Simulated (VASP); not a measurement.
A run of VASP 6.6.1:

File INCAR:

```
ALGO = Fast
EDIFF = 1E-6
ENCUT = 520
GGA = PE
ISIF = 2
ISMEAR = 0
LASPH = True
LCHARG = False
LREAL = False
LWAVE = False
NBANDS = 22
NELM = 60
PREC = Accurate
SIGMA = 0.1
```

The input KPOINTS:

```
k-points
0
Gamma
  20 20 14
```

Contents of POSCAR:

```
Rh
1.0
    1.9724180168      1.9724180168      0.0000000000
   -1.9724180168      1.9724180168      0.0000000000
    0.0000000000      0.0000000000      3.7310844077
Rh
2
Direct
    0.0000000000      0.0000000000      0.0000000000
    0.5000000000      0.5000000000      0.5000000000
```

Potentials or basis: VASP PAW PBE potentials, release 64 (Rh_pv).

Launch:

```sh
$ cat potpaw_PBE.64/Rh_pv/POTCAR > POTCAR
$ mpirun -np 1 vasp_std > vasp.out
```

Hardware: 1 thread of Intel(R) Xeon(R) Platinum 8488C (Sapphire Rapids), with other jobs on the host.

Question: Estimate the wall time of this run.

Answer: Run time: 120 s on 1 thread of Intel(R) Xeon(R) Platinum 8488C (Sapphire Rapids), on a shared host, peak memory 0.35 GiB. Counts: scf iterations 13, k points 528.
